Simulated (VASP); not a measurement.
The system is AlCo3.

```xyz
4
Lattice="3.5749 0.0000 0.0000 0.0000 3.5749 0.0000 0.0000 0.0000 3.5749" Properties=species:S:1:pos:R:3 pbc="T T T"
Al    0.0000    0.0000    0.0000
Co    1.7875    1.7875    0.0000
Co    1.7875    0.0000    1.7875
Co    0.0000    1.7875    1.7875
```

Base run:

```yaml
Program: VASP 6.6.1
Functional: PBEsol
Potentials_or_basis: VASP PAW PBE potentials, release 64 (Al, Co)
Cutoff: 520 eV
k_mesh: 12 × 12 × 12
Occupations: gaussian, width 0.3 eV
Spin: collinear spin, ferromagnetic start
Starting_moments: "[0.0, 1.48, 1.48, 1.48] μB"
```

Its results: pressure -7.4 GPa; net moment 3.76 μB per cell; site moments Al -0.04; Co +1.29 μB.

Problem. The run is repeated on the same cell with these changes: occupations from gaussian, width 0.3 eV to methfessel-paxton, width 0.2 eV; further incar settings from ALGO = Fast; EDIFF = 1e-06; NBANDS = 27 to ALGO = Fast; EDIFF = 1e-07; NBANDS = 27. What comes out?

Solution. Pressure -7.7 GPa; net moment 3.86 μB per cell; site moments Al -0.04; Co +1.32 μB.

Caveats: the PAW data sets were made with another functional, which shifts forces and pressure a little.
